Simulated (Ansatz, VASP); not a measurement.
# Two plane-wave programs on NiI3

```xyz
4
Lattice="5.3530 0.0000 0.0000 0.0000 5.3530 0.0000 0.0000 0.0000 5.3530" Properties=species:S:1:pos:R:3 pbc="T T T"
Ni    0.0000    0.0000    0.0000
I     2.6765    0.0000    0.0000
I     0.0000    0.0000    2.6765
I     0.0000    2.6765    0.0000
```

Alike in both runs: task single point; functional PBEsol; k mesh 6 × 6 × 6; occupations gaussian, width 0.05 eV; collinear spin.

```csv
,VASP,Ansatz
version,VASP 6.6.1,Ansatz 0.2.0
potentials or method,"VASP PAW PBE potentials, release 64 (Ni, I), cutoff 520 eV","scalar-relativistic, plane waves, PAW"
valence electrons in the cell,31,69
```

|  | VASP | Ansatz | Ansatz less VASP |
| --- | --- | --- | --- |
| gap on the k mesh at the Fermi level (eV) | none | none | - |
| pressure (GPa) | -2.1 | -2.2 | -0.03 |
| net moment per atom (μB) | 0.09 | 0.10 | +0.006 |
| size of the moment on the site where the two differ most (μB) | 0.10 | 0.11 | +0.013 |

VASP's potentials were made for PBE, not for PBEsol. Site moments also hang on the region over which each program counts them. A gap of «none» marks a metal or a gap that the smearing closes. The functional is the same, so the differences come from potentials, cutoffs and numerics. VASP's potentials hold 31 valence electrons a cell and Ansatz's 69, so a difference there can come from the potentials and not from the codes.

Neither program's run includes spin-orbit coupling.
